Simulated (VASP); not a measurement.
Runs of VASP 6.6.1 on TiC (dpbe). The structure is that of space group Fm-3m (No. 225), or close to it. The cells are those of the table. 

```tsv
task	cell	k mesh	cutoff (eV)	smearing	gap on the mesh (eV)	pressure (GPa)	relaxed volume (Å³/atom)
single point	a = 3.063 Å, angles 60.0°, 2 atoms	8 × 8 × 8	520	gaussian 0.1 eV	none	0.4	-
relaxation of cell and atoms	relaxed from a = 3.064 Å, angles 60.0°, 2 atoms	16 × 16 × 16	600	fermi-dirac 0.15 eV	none	0.0	10.18
single point	a = 3.064 Å, angles 60.0°, 2 atoms	16 × 16 × 16	520	fermi-dirac 0.15 eV	none	0.3	-
single point	a = 3.064 Å, angles 60.0°, 2 atoms	14 × 14 × 14	520	gaussian 0.1 eV	none	0.3	-
relaxation of cell and atoms	relaxed from a = 3.063 Å, angles 60.0°, 2 atoms	14 × 14 × 14	600	gaussian 0.1 eV	none	0.0	(a)
```

Alike in all rows: level PBE; potentials or basis VASP PAW PBE potentials, release 64 (Ti_sv, C); no spin polarisation.

Q: Fill in the values left out.

A: (a) 10.17.

A gap of «none» marks levels without a gap at the run's occupations.
